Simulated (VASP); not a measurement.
# I (I4_1/amd) in VASP: single point with PBE

Aim: the single point of I with PBE.

Program: VASP 6.6.1. These are calculated values, not measurements. Logs are shortened: lines on timing, memory, paths and dates and some standing lists are left out, and cuts for length are marked.

### 1 The cell of the first run

Symmetry: I4_1/amd, No. 141, tetragonal system. Conventional cell: a = 6.405 Å, b = 6.405 Å, c = 4.249 Å, α = 90.00°, β = 90.00°, γ = 90.00°. I (site symmetry -4m2) has 10 I at 3.37 to 4.52 Å within 4.6 Å.

### 2 Single point, PBE

Input file POSCAR:

```
I
1.0
   -3.2023167903      3.2023167903      2.1244397171
    3.2023167903     -3.2023167903      2.1244397171
    3.2023167903      3.2023167903     -2.1244397171
I
2
Direct
   -0.3750000000     -0.1250000000     -0.2500000000
    0.3750000000      0.1250000000      0.2500000000
```

Input file INCAR.step1:

```
ALGO = Normal
EDIFF = 1E-6
ENCUT = 520
GGA = PE
ISIF = 2
ISMEAR = -1
LASPH = T
LCHARG = T
LREAL = F
LWAVE = F
NBANDS = 14
NELM = 60
PREC = Accurate
SIGMA = 0.1
```

Input file KPOINTS.step1:

```
k-points
0
Gamma
  12 12 12
```

Input file INCAR.step2:

```
ALGO = Normal
EDIFF = 1E-6
ENCUT = 520
GGA = PE
ICHARG = 11
ISIF = 2
ISMEAR = -5
LASPH = T
LCHARG = F
LORBIT = 10
LREAL = F
LWAVE = F
NEDOS = 1001
NELM = 60
PREC = Accurate
SIGMA = 0.1
```

Input file KPOINTS.step2:

```
k-points
0
Gamma
  18 18 18
```

Potentials or basis: VASP PAW PBE potentials, release 64 (I).

The run is started by

```
$ cat potpaw_PBE.64/I/POTCAR > POTCAR
$ cp INCAR.step1 INCAR
$ cp KPOINTS.step1 KPOINTS
$ mpirun -np 1 vasp_std > vasp.out
$ cp INCAR.step2 INCAR
$ cp KPOINTS.step2 KPOINTS
$ mpirun -np 1 vasp_std > vasp.out
```

OUTCAR:

```text
EDIFF = 1E-6
   ENCUT = 520
   GGA = PE
   ICHARG = 11
   ISIF = 2
   ISMEAR = -5
   LASPH = T
   LORBIT = 10
   LREAL = F
   NELM = 60
   PREC = Accurate

 ion  position               nearest neighbor table
   1  0.625  0.875  0.750-   2 3.37   2 3.37   2 3.37   2 3.37
   2  0.375  0.125  0.250-   1 3.37   1 3.37   1 3.37   1 3.37

  LATTYP: Found a body centered tetragonal cell.
 ALAT       =     6.4046335806
 C/A-ratio  =     0.6634071069

  Lattice vectors:

 A1 = (  -3.2023167903,   3.2023167903,   2.1244397171)
 A2 = (   3.2023167903,  -3.2023167903,   2.1244397171)
 A3 = (   3.2023167903,   3.2023167903,  -2.1244397171)

Analysis of symmetry for initial positions (statically):
=====================================================================
 Subroutine PRICEL returns:
 Original cell was already a primitive cell.

 Routine SETGRP: Setting up the symmetry group for a
 body centered tetragonal supercell.

 Subroutine GETGRP returns: Found 16 space group operations
 (whereof  4 operations were pure point group operations)
 out of a pool of 16 trial point group operations.

The static configuration has the point symmetry C_2h.
 The point group associated with its full space group is D_4h.

Analysis of symmetry for dynamics (positions and initial velocities):
=====================================================================
 Subroutine PRICEL returns:
 Original cell was already a primitive cell.

 Routine SETGRP: Setting up the symmetry group for a
 body centered tetragonal supercell.

 Subroutine GETGRP returns: Found 16 space group operations
 (whereof  4 operations were pure point group operations)
 out of a pool of 16 trial point group operations.

The dynamic configuration has the point symmetry C_2h.
 The point group associated with its full space group is D_4h.

 Subroutine INISYM returns: Found 16 space group operations
 (whereof  4 operations are pure point group operations),
 and found     1 'primitive' translations

----------------------------------------------------------------------------------------

                                     Primitive cell

  volume of cell :      87.1431

  direct lattice vectors                    reciprocal lattice vectors
    -3.202316790  3.202316790  2.124439717     0.000000000  0.156136957  0.235356172
     3.202316790 -3.202316790  2.124439717     0.156136957  0.000000000  0.235356172
     3.202316790  3.202316790 -2.124439717     0.156136957  0.156136957  0.000000000

  length of vectors
     5.002290452  5.002290452  5.002290452     0.282438095  0.282438095  0.220811003

  position of ions in fractional coordinates (direct lattice)
     0.625000000  0.875000000  0.750000000
     0.375000000  0.125000000  0.250000000

  ion indices of the primitive-cell ions
   primitive index   ion index
                 1           1
                 2           2

----------------------------------------------------------------------------------------

 KPOINTS: k-points

Automatic generation of k-mesh.
 Grid dimensions read from file:
 generate k-points for:   18   18   18

 Generating k-lattice:

  Cartesian coordinates                     Fractional coordinates (reciprocal lattice)
     0.000000000  0.008674275  0.013075343     0.055555556  0.000000000  0.000000000
     0.008674275  0.000000000  0.013075343     0.000000000  0.055555556  0.000000000
     0.008674275  0.008674275  0.000000000     0.000000000  0.000000000  0.055555556

  Length of vectors
     0.015691005  0.015691005  0.012267278

  Shift w.r.t. Gamma in fractional coordinates (k-lattice)
     0.000000000  0.000000000  0.000000000

 TETIRR: Found  14167 inequivalent tetrahedra from    34992

 Subroutine IBZKPT returns following result:
 ===========================================

 Found    480 irreducible k-points:

 Following reciprocal coordinates:
            Coordinates               Weight
  0.000000  0.000000  0.000000      1.000000
  0.055556  0.000000 -0.000000      8.000000
  0.111111  0.000000 -0.000000      8.000000
  0.166667  0.000000  0.000000      8.000000
  0.222222  0.000000  0.000000      8.000000
  0.277778 -0.000000  0.000000      8.000000
[... 16 lines left out ...]
 -0.277778  0.055556  0.000000     16.000000
 -0.222222  0.055556  0.000000     16.000000
 [... further k-points ...]
   k-points           NKPTS =    480   k-points in BZ     NKDIM =    480   number of bands    NBANDS=     11
   number of dos      NEDOS =   1001   number of ions     NIONS =      2
   total plane-waves  NPLWV =  64000
   dimension x,y,z NGX =    40 NGY =   40 NGZ =   40
   dimension x,y,z NGXF=    80 NGYF=   80 NGZF=   80
   ions per type =               2
   NGX,Y,Z   is equivalent  to a cutoff of  13.29, 13.29, 13.29 a.u.
   NGXF,Y,Z  is equivalent  to a cutoff of  26.59, 26.59, 26.59 a.u.
 SYSTEM =  unknown system
   PREC   = accura    normal or accurate (medium, high low for compatibility)
   ISTART =      0    job   : 0-new  1-cont  2-samecut
   ICHARG =     11    charge: 1-file 2-atom 10-const
   ISPIN  =      1    spin polarized calculation?
   LNONCOLLINEAR =      F non collinear calculations
   LSORBIT =      F    spin-orbit coupling
   LASPH  =      T    aspherical Exc in radial PAW
   ENCUT  =  520.0 eV  38.22 Ry    6.18 a.u.   9.30  9.30  9.30*2*pi/ulx,y,z
   NELM   =     60;   NELMIN=  2; NELMDL=  0     # of ELM steps
   EDIFF  = 0.1E-05   stopping-criterion for ELM
   LREAL  =      F    real-space projection
   EDIFFG = 0.1E-04   stopping-criterion for IOM
   NSW    =      0    number of steps for IOM
   IBRION =     -1    ionic relax: 0-MD 1-quasi-New 2-CG
   NFREE  =      0    steps in history (QN), initial steepest desc. (CG)
   ISIF   =      2    stress and relaxation
   ISYM   =      2    0-nonsym 1-usesym 2-fastsym
   POTIM  = 0.5000    time-step for ionic-motion
   TEBEG  =    0.0;   TEEND  =   0.0 temperature during run
   PSTRESS=    0.0 pullay stress
   NELECT =      14.0000    total number of electrons
   NUPDOWN=      -1.0000    fix difference up-down
   EMIN   =  10.00;   EMAX   =-10.00  energy-range for DOS
   EFERMI =   0.00;   METHOD = LEGACY
   ISMEAR =    -5;   SIGMA  =   0.10  broadening in eV -4-tet -1-fermi 0-gaus
   EFERMI_NEDOS =   21; number of points for ismear=-14 and -15
   IALGO  =     38    algorithm
   IMIX   =      4    mixing-type and parameters
     AMIX     =   0.40;   BMIX     =  1.00
     AMIX_MAG =   1.60;   BMIX_MAG =  1.00
  volume/ion in A,a.u.               =      43.57       294.04
  Fermi-wavevector in a.u.,A,eV,Ry     =   0.889966  1.681791 10.776340  0.792039
  Thomas-Fermi vector in A             =   2.011595
   LORBIT       =     10    0 simple, 1 ext, 2 COOP (PROOUT), +10 PAW based schemes
   GGA     = PE    functional components
   LHFCALC =     F    Hartree Fock is set to
   AEXX    =    0.0000 exact exchange contribution
   IVDW    =     0    specifies the selected vdW correction
   LEPSILON=     F    determine dielectric tensor
   LRPA    =     F    only Hartree local field effects (RPA)
 non-spin polarized calculation
 Fermi weights with tetrahedron method with Bloechl corrections
  energy-cutoff  :      520.00
  volume of cell :       87.14
 maximum number of plane-waves:      2379
 NGX is ok and might be reduce to    40

 number of electron      14.0000001 magnetization

 Free energy of the ion-electron system (eV)
  ---------------------------------------------------
  ext. energy  EPLUGINS =         0.00000000
  ---------------------------------------------------
  free energy    TOTEN  =        -2.25451799 eV

  energy without entropy =       -2.25451799  energy(sigma->0) =       -2.25451799

 E-fermi :   2.7049     XC(G=0):  -7.9846

 val. band max:        2.7087622426   @ k =  -0.0556  -0.1667   0.0556
 cond. band min:       2.6990552780   @ k =  -0.1111  -0.2222   0.1111
 fundamental gap:     -0.0097069646
 Fermi energy:         2.7049090753

 k-point     1 :       0.0000    0.0000    0.0000
  band No.  band energies     occupation
      1     -10.5336      2.00000
      2      -8.4589      2.00000
      3      -0.6025      2.00000
      4      -0.6025      2.00000
      5       1.7135      2.00000
      6       1.8111      2.00000
      7       2.8757      0.00000
      8       2.8757      0.00000
      9       7.1676      0.00000
     10       7.8483      0.00000
     11       9.8803      0.00000

 k-point     2 :       0.0556    0.0000   -0.0000
  band No.  band energies     occupation
      1     -10.5182      2.00000
      2      -8.4704      2.00000
      3      -0.6093      2.00000
      4      -0.5744      2.00000
      5       1.6568      2.00000
      6       1.7405      2.00000
      7       2.8382     -0.06223
      8       2.8720      0.00000
      9       7.2164      0.00000
     10       7.9897      0.00000
     11       9.9319      0.00000

 k-point     3 :       0.1111    0.0000   -0.0000
  band No.  band energies     occupation
      1     -10.4729      2.00000
      2      -8.5042      2.00000
      3      -0.6285      2.00000
      4      -0.4964      2.00000
      5       1.4728      2.00000
      6       1.5704      2.00000
      7       2.7501      0.37924
      8       2.8601      0.00000
      9       7.3591      0.00000
     10       8.3698      0.00000
     11       9.9404      0.00000
[... 267 lines left out ...]
 k-point    23 :      -0.2778    0.0556    0.0000
  band No.  band energies     occupation
      1     -10.2490      2.00000
      2      -8.7050      2.00000
      3      -0.7324      2.00000
      4      -0.1694      2.00000
      5       0.6683      2.00000
      6       1.3262      2.00000
      7       2.3862      2.00000
      8       2.8367      0.00000
      9       8.0401      0.00000
     10       9.0837      0.00000
     11       9.6964      0.00000

 k-point    24 :      -0.2222    0.0556    0.0000
  band No.  band energies     occupation
      1     -10.3527      2.00000
      2      -8.6269      2.00000
      3      -0.6914      2.00000
      4      -0.2594      2.00000
      5       1.0241      2.00000
      6       1.4331      2.00000
      7       2.5160      2.01493
      8       2.8614      0.00000
      9       7.7566      0.00000
     10       8.9738      0.00000
     11       9.5201      0.00000

 [... further k-points ...]

------------------------ aborting loop because EDIFF is reached ----------------------------------------

  FORCE on cell =-STRESS in cart. coord.  units (eV):
  Direction    XX          YY          ZZ          XY          YZ          ZX
  --------------------------------------------------------------------------------------
  -------------------------------------------------------------------------------------
  Total        0.0278453      0.0278453     -0.1809975      0.0000000      0.0000000      0.0000000
  in kB        0.5119516      0.5119516     -3.3277460      0.0000000      0.0000000      0.0000000
  external PRESSURE =      -0.7679476 kB  Pullay stress =       0.0000000 kB

 VOLUME and BASIS-vectors are now :
 -----------------------------------------------------------------------------
  energy-cutoff  :      520.00
  volume of cell :       87.14
      direct lattice vectors                 reciprocal lattice vectors
    -3.202316790  3.202316790  2.124439717     0.000000000  0.156136957  0.235356172
     3.202316790 -3.202316790  2.124439717     0.156136957  0.000000000  0.235356172
     3.202316790  3.202316790 -2.124439717     0.156136957  0.156136957  0.000000000

 POSITION                                       TOTAL-FORCE (eV/Angst)
 -----------------------------------------------------------------------------------
      3.20232      1.60116      1.59333        -0.000000     -0.000000     -0.000000
     -0.00000      1.60116      0.53111         0.000000      0.000000      0.000000
 -----------------------------------------------------------------------------------
    total drift:                               -0.000000     -0.000000      0.000000

  FREE ENERGIE OF THE ION-ELECTRON SYSTEM (eV)
  ---------------------------------------------------
  free  energy   TOTEN  =        -2.2545179895 eV

  energy  without entropy=       -2.2545179895  energy(sigma->0) =       -2.25451799

 total charge

# of ion       s       p       d       tot
------------------------------------------
    1        1.548   2.601   0.017   4.167
    2        1.548   2.601   0.017   4.167
--------------------------------------------------
tot          3.097   5.202   0.034   8.333
```

It took 8.4 min on 1 thread of Intel Xeon 8259CL, shared host; peak memory 0.54 GiB.

What came out:

| Property | Result |
| --- | --- |
| Valence electrons inside the program's atomic spheres | I 4.17 |

Caveat: spin-orbit coupling is left out, which moves the levels of the heavy elements; tetrahedron occupations give inexact forces and stress in metals.
